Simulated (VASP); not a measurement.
# LiCl in VASP: a series of runs

LiCl is run at these levels: PBE, r2SCAN; tasks: single point.

All numbers are computed with VASP 6.6.1; they aren't measurements. Logs are shortened: lines on timing, memory, paths and dates and some standing lists are left out, and cuts for length are marked.

### Step 1. The cell of the first run

Symmetry: R-3m, No. 166, trigonal system. The conventional cell has a = 3.615 Å, b = 3.615 Å, c = 9.146 Å, α = 90.00°, β = 90.00°, γ = 120.00°. Within 3.4 Å of Li (site symmetry -3m) lie 6 Cl at 2.58 Å. Within 3.4 Å of Cl (site symmetry -3m) lie 6 Li at 2.58 Å.

### Step 2. Single point, PBE (strain along [111] +3.3%)

Contents of INCAR:

```
PREC = Accurate ; ENCUT = 520
EDIFF = 1E-7 ; ISMEAR = -1
SIGMA = 0.02 ; LREAL = False
LASPH = True ; NELM = 80
ALGO = Normal ; ISIF = 2
LWAVE = False ; LCHARG = False
GGA = PE ; NBANDS = 12
```

Contents of KPOINTS:

```
regular mesh
0
Gamma
  8 8 8
```

Contents of POSCAR:

```
LiCl
1.0
    0.0560624114      2.6120994039      2.6120994039
    2.6120994039      0.0560624114      2.6120994039
    2.6120994039      2.6120994039      0.0560624114
Li Cl
1 1
Direct
    0.0000000000      0.0000000000      0.0000000000
    0.5000000000      0.5000000000      0.5000000000
```

Potentials or basis: VASP PAW PBE potentials, release 64 (Li_sv, Cl).

On the command line:

```console
cat potpaw_PBE.64/Li_sv/POTCAR potpaw_PBE.64/Cl/POTCAR > POTCAR
mpirun -np 1 vasp_std > vasp.out
```

OUTCAR:

```text
PREC = Accurate
   ENCUT = 520
   EDIFF = 1E-7
   ISMEAR = -1
   LREAL = False
   LASPH = True
   NELM = 80
   ISIF = 2
   GGA = PE

 ion  position               nearest neighbor table
   1  0.000  0.000  0.000-   2 2.58   2 2.58   2 2.58   2 2.58   2 2.58   2 2.58
   2  0.500  0.500  0.500-   1 2.58   1 2.58   1 2.58   1 2.58   1 2.58   1 2.58

  LATTYP: Found a trigonal (rhomboedric) cell.
 ALAT       =     3.6944917899
 COS(alpha) =     0.5213425110

  Lattice vectors:

 A1 = (   0.0560624114,   2.6120994039,   2.6120994039)
 A2 = (   2.6120994039,   0.0560624114,   2.6120994039)
 A3 = (   2.6120994039,   2.6120994039,   0.0560624114)

Analysis of symmetry for initial positions (statically):
=====================================================================
 Subroutine PRICEL returns:
 Original cell was already a primitive cell.

 Routine SETGRP: Setting up the symmetry group for a
 trigonal (rhombohedral) supercell.

 Subroutine GETGRP returns: Found 12 space group operations
 (whereof 12 operations were pure point group operations)
 out of a pool of 12 trial point group operations.

The static configuration has the point symmetry D_3d.

Analysis of symmetry for dynamics (positions and initial velocities):
=====================================================================
 Subroutine PRICEL returns:
 Original cell was already a primitive cell.

 Routine SETGRP: Setting up the symmetry group for a
 trigonal (rhombohedral) supercell.

 Subroutine GETGRP returns: Found 12 space group operations
 (whereof 12 operations were pure point group operations)
 out of a pool of 12 trial point group operations.

The dynamic configuration has the point symmetry D_3d.

 Subroutine INISYM returns: Found 12 space group operations
 (whereof 12 operations are pure point group operations),
 and found     1 'primitive' translations

----------------------------------------------------------------------------------------

                                     Primitive cell

  volume of cell :      34.4977

  direct lattice vectors                    reciprocal lattice vectors
     0.056062411  2.612099404  2.612099404    -0.197692240  0.193538405  0.193538405
     2.612099404  0.056062411  2.612099404     0.193538405 -0.197692240  0.193538405
     2.612099404  2.612099404  0.056062411     0.193538405  0.193538405 -0.197692240

  length of vectors
     3.694491790  3.694491790  3.694491790     0.337633603  0.337633603  0.337633603

  position of ions in fractional coordinates (direct lattice)
     0.000000000  0.000000000  0.000000000
     0.500000000  0.500000000  0.500000000

  ion indices of the primitive-cell ions
   primitive index   ion index
                 1           1
                 2           2

----------------------------------------------------------------------------------------

 KPOINTS: regular mesh

Automatic generation of k-mesh.
 Grid dimensions read from file:
 generate k-points for:    8    8    8

 Generating k-lattice:

  Cartesian coordinates                     Fractional coordinates (reciprocal lattice)
    -0.024711530  0.024192301  0.024192301     0.125000000  0.000000000 -0.000000000
     0.024192301 -0.024711530  0.024192301     0.000000000  0.125000000 -0.000000000
     0.024192301  0.024192301 -0.024711530     0.000000000  0.000000000  0.125000000

  Length of vectors
     0.042204200  0.042204200  0.042204200

  Shift w.r.t. Gamma in fractional coordinates (k-lattice)
     0.000000000  0.000000000  0.000000000

 Subroutine IBZKPT returns following result:
 ===========================================

 Found     65 irreducible k-points:

 Following reciprocal coordinates:
            Coordinates               Weight
  0.000000  0.000000  0.000000      1.000000
  0.125000  0.000000  0.000000      6.000000
  0.250000  0.000000  0.000000      6.000000
  0.375000  0.000000 -0.000000      6.000000
  0.500000  0.000000  0.000000      3.000000
  0.125000  0.125000 -0.000000      6.000000
[... 16 lines left out ...]
  0.250000  0.125000  0.125000      6.000000
  0.375000  0.125000  0.125000      6.000000
 [... further k-points ...]
   k-points           NKPTS =     65   k-points in BZ     NKDIM =     65   number of bands    NBANDS=     12
   number of dos      NEDOS =    301   number of ions     NIONS =      2
   total plane-waves  NPLWV =  21952
   dimension x,y,z NGX =    28 NGY =   28 NGZ =   28
   dimension x,y,z NGXF=    56 NGYF=   56 NGZF=   56
   ions per type =               1   1
   NGX,Y,Z   is equivalent  to a cutoff of  12.60, 12.60, 12.60 a.u.
   NGXF,Y,Z  is equivalent  to a cutoff of  25.20, 25.20, 25.20 a.u.
 SYSTEM =  unknown system
   PREC   = accura    normal or accurate (medium, high low for compatibility)
   ISTART =      0    job   : 0-new  1-cont  2-samecut
   ICHARG =      2    charge: 1-file 2-atom 10-const
   ISPIN  =      1    spin polarized calculation?
   LNONCOLLINEAR =      F non collinear calculations
   LSORBIT =      F    spin-orbit coupling
   LASPH  =      T    aspherical Exc in radial PAW
   ENCUT  =  520.0 eV  38.22 Ry    6.18 a.u.   6.87  6.87  6.87*2*pi/ulx,y,z
   NELM   =     80;   NELMIN=  2; NELMDL= -5     # of ELM steps
   EDIFF  = 0.1E-06   stopping-criterion for ELM
   LREAL  =      F    real-space projection
   EDIFFG = 0.1E-05   stopping-criterion for IOM
   NSW    =      0    number of steps for IOM
   IBRION =     -1    ionic relax: 0-MD 1-quasi-New 2-CG
   NFREE  =      0    steps in history (QN), initial steepest desc. (CG)
   ISIF   =      2    stress and relaxation
   ISYM   =      2    0-nonsym 1-usesym 2-fastsym
   POTIM  = 0.5000    time-step for ionic-motion
   TEBEG  =    0.0;   TEEND  =   0.0 temperature during run
   PSTRESS=    0.0 pullay stress
   NELECT =      10.0000    total number of electrons
   NUPDOWN=      -1.0000    fix difference up-down
   EMIN   =  10.00;   EMAX   =-10.00  energy-range for DOS
   EFERMI =   0.00;   METHOD = LEGACY
   ISMEAR =    -1;   SIGMA  =   0.02  broadening in eV -4-tet -1-fermi 0-gaus
   EFERMI_NEDOS =   21; number of points for ismear=-14 and -15
   IALGO  =     38    algorithm
   IMIX   =      4    mixing-type and parameters
     AMIX     =   0.40;   BMIX     =  1.00
     AMIX_MAG =   1.60;   BMIX_MAG =  1.00
  volume/ion in A,a.u.               =      17.25       116.40
  Fermi-wavevector in a.u.,A,eV,Ry     =   1.083457  2.047436 15.971589  1.173879
  Thomas-Fermi vector in A             =   2.219523
   LORBIT       =      0    0 simple, 1 ext, 2 COOP (PROOUT), +10 PAW based schemes
   GGA     = PE    functional components
   LHFCALC =     F    Hartree Fock is set to
   AEXX    =    0.0000 exact exchange contribution
   IVDW    =     0    specifies the selected vdW correction
   LEPSILON=     F    determine dielectric tensor
   LRPA    =     F    only Hartree local field effects (RPA)
 non-spin polarized calculation
  energy-cutoff  :      520.00
  volume of cell :       34.50
 maximum number of plane-waves:       946
   NGX = 13   NGY = 13   NGZ = 13

 number of electron      10.0000006 magnetization

 Free energy of the ion-electron system (eV)
  ---------------------------------------------------
  ext. energy  EPLUGINS =         0.00000000
  ---------------------------------------------------
  free energy    TOTEN  =        -7.38206972 eV

  energy without entropy =       -7.38206972  energy(sigma->0) =       -7.38206972

 E-fermi :   1.0461     XC(G=0):  -8.6357

 val. band max:        0.4842518207   @ k =   0.0000   0.0000   0.0000
 cond. band min:       6.6243416204   @ k =   0.0000   0.0000   0.0000
 fundamental gap:      6.1400897997
 Fermi energy:         1.0461248983

 k-point     1 :       0.0000    0.0000    0.0000
  band No.  band energies     occupation
      1     -43.1497      2.00000
      2     -12.9032      2.00000
      3       0.2883      2.00000
      4       0.4843      2.00000
      5       0.4843      2.00000
      6       6.6243      0.00000
      7      12.0035      0.00000
      8      12.5133      0.00000
      9      12.5133      0.00000
     10      14.7159      0.00000
     11      14.8567      0.00000
     12      14.8568      0.00000

 k-point     2 :       0.1250    0.0000    0.0000
  band No.  band energies     occupation
      1     -43.1494      2.00000
      2     -12.8288      2.00000
      3      -0.0593      2.00000
      4       0.2801      2.00000
      5       0.4373      2.00000
      6       7.0797      0.00000
      7      11.6032      0.00000
      8      12.0318      0.00000
      9      12.3518      0.00000
     10      13.3015      0.00000
     11      13.5503      0.00000
     12      15.2635      0.00000

 k-point     3 :       0.2500    0.0000    0.0000
  band No.  band energies     occupation
      1     -43.1485      2.00000
      2     -12.6396      2.00000
      3      -1.0869      2.00000
      4       0.1945      2.00000
      5       0.3296      2.00000
      6       7.5274      0.00000
      7      10.9114      0.00000
      8      11.1499      0.00000
      9      11.3741      0.00000
     10      14.0664      0.00000
     11      14.5121      0.00000
     12      15.7972      0.00000
[... 286 lines left out ...]
 k-point    23 :       0.2500    0.1250    0.1250
  band No.  band energies     occupation
      1     -43.1489      2.00000
      2     -12.7284      2.00000
      3      -0.6199      2.00000
      4       0.0377      2.00000
      5       0.4666      2.00000
      6       7.6878      0.00000
      7      10.8222      0.00000
      8      11.6756      0.00000
      9      11.7033      0.00000
     10      13.1193      0.00000
     11      14.8318      0.00000
     12      15.8090      0.00000

 k-point    24 :       0.3750    0.1250    0.1250
  band No.  band energies     occupation
      1     -43.1480      2.00000
      2     -12.5302      2.00000
      3      -1.3795      2.00000
      4      -0.3100      2.00000
      5       0.3553      2.00000
      6       8.0177      0.00000
      7      10.4977      0.00000
      8      10.7132      0.00000
      9      11.4154      0.00000
     10      14.2733      0.00000
     11      15.9962      0.00000
     12      16.6584      0.00000

 [... further k-points ...]
[... 5 lines left out ...]
  --------------------------------------------------------------------------------------
  -------------------------------------------------------------------------------------
  Total       -0.0846926     -0.0846926     -0.0846926     -0.1184277     -0.1184277     -0.1184277
  in kB       -3.9333847     -3.9333847     -3.9333847     -5.5001478     -5.5001478     -5.5001478
  external PRESSURE =      -3.9333847 kB  Pullay stress =       0.0000000 kB

 VOLUME and BASIS-vectors are now :
 -----------------------------------------------------------------------------
  energy-cutoff  :      520.00
  volume of cell :       34.50
      direct lattice vectors                 reciprocal lattice vectors
     0.056062411  2.612099404  2.612099404    -0.197692240  0.193538405  0.193538405
     2.612099404  0.056062411  2.612099404     0.193538405 -0.197692240  0.193538405
     2.612099404  2.612099404  0.056062411     0.193538405  0.193538405 -0.197692240

 POSITION                                       TOTAL-FORCE (eV/Angst)
 -----------------------------------------------------------------------------------
      0.00000      0.00000      0.00000         0.000000      0.000000     -0.000000
      2.64013      2.64013      2.64013        -0.000000     -0.000000      0.000000
 -----------------------------------------------------------------------------------
    total drift:                                0.000000      0.000000      0.000000

  FREE ENERGIE OF THE ION-ELECTRON SYSTEM (eV)
  ---------------------------------------------------
  free  energy   TOTEN  =        -7.3820697176 eV

  energy  without entropy=       -7.3820697176  energy(sigma->0) =       -7.38206972
```

Run time: 21 s. Hardware: 1 thread of AMD EPYC 7R43 (Zen 3), shared host; peak memory 0.12 GiB.

What came out:

* Free energy: -7.3821 eV
* Band gap on the k mesh: 6.14 eV, direct

Caveat: the cell differs from its parent crystal (strain along [111] +3.3%); the cutoff is under 1.25 times the usual one of these potentials, so pressure, stress and relaxed cells hold a basis-set (Pulay) error.

[end of part 1 of 2]
